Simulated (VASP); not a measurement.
Wanted: the native input for a VASP 6.6.1 run.

```yaml
Task: single point
Functional: r2SCAN
Potentials_or_basis: VASP PAW PBE potentials, release 64 (B, N)
Cutoff: 520 eV
k_mesh: 10 × 10 × 2
Occupations: gaussian, width 0.05 eV
Spin: no spin polarisation
Dipole_correction: no
Further_INCAR_settings: ALGO = Normal; EDIFF = 1e-06; NBANDS = 36
```

Crystal: BN.

```
B N
1.0
    -2.54397    0.00000    0.00000
    -1.27198   -2.20314    0.00000
     0.00000    0.00000   12.87323
B N
6 6
Direct
  0.66667 0.66667 0.22467
  0.66667 0.66667 0.55153
  0.66667 0.66667 0.87839
  0.33333 0.33333 0.06124
  0.33333 0.33333 0.38810
  0.33333 0.33333 0.71496
  0.66667 0.66667 0.10223
  0.66667 0.66667 0.42909
  0.66667 0.66667 0.75595
  0.33333 0.33333 0.91938
  0.33333 0.33333 0.26566
  0.33333 0.33333 0.59252
```

This cell differs from its parent crystal: the distance across one plane changed.

The input as run:

POSCAR

```
BN
1.0
   -2.5439665234      0.0000000000      0.0000000000
   -1.2719832617     -2.2031396357      0.0000000000
    0.0000000000      0.0000000000     12.8732348039
B N
6 6
Direct
    0.6666666667      0.6666666667      0.2246670556
    0.6666666667      0.6666666667      0.5515270095
    0.6666666667      0.6666666667      0.8783869634
    0.3333333333      0.3333333333      0.0612370786
    0.3333333333      0.3333333333      0.3880970326
    0.3333333333      0.3333333333      0.7149569865
    0.6666666667      0.6666666667      0.1022255843
    0.6666666667      0.6666666667      0.4290855382
    0.6666666667      0.6666666667      0.7559454921
    0.3333333333      0.3333333333      0.9193754691
    0.3333333333      0.3333333333      0.2656555613
    0.3333333333      0.3333333333      0.5925155152
```

INCAR.step1

```
PREC = Accurate ; ENCUT = 520
ISMEAR = 0 ; SIGMA = 0.05
LREAL = False ; LASPH = True
NELM = 100 ; NBANDS = 36
GGA = PE ; ALGO = Normal
EDIFF = 1E-4 ; LWAVE = True
LCHARG = False
```

INCAR.step2

```
PREC = Accurate ; ENCUT = 520
EDIFF = 1E-6 ; ISMEAR = 0
SIGMA = 0.05 ; LREAL = False
LASPH = True ; NELM = 100
ALGO = Normal ; ISIF = 2
LWAVE = False ; LCHARG = True
METAGGA = R2SCAN ; LMIXTAU = True
LELF = True ; LVHAR = True
NBANDS = 36 ; ISTART = 1
```

KPOINTS

```
Automatic mesh
0
Gamma
  10 10 2
```

Potentials or basis: VASP PAW PBE potentials, release 64 (B, N).

Run with:

```sh
$ cat potpaw_PBE.64/B/POTCAR potpaw_PBE.64/N/POTCAR > POTCAR
$ cp INCAR.step1 INCAR
$ mpirun -np 1 vasp_std > vasp.out
$ cp INCAR.step2 INCAR
$ mpirun -np 1 vasp_std > vasp.out
```

It gave:

```yaml
Pressure: -3.9 GPa
Largest_force: 1.935 eV/Å
Band_gap_on_the_k_mesh: 5.67 eV
```

Caveat: the cell differs from its parent crystal (the distance across one plane changed); the stress differs along the axes, from -12 to 0 GPa; the PAW data sets were made with another functional, which shifts forces and pressure a little.

Wall time 2.6 min on 1 thread of AMD EPYC 9R45 96-Core Processor (Zen 5) (shared host), peak memory 0.19 GiB.
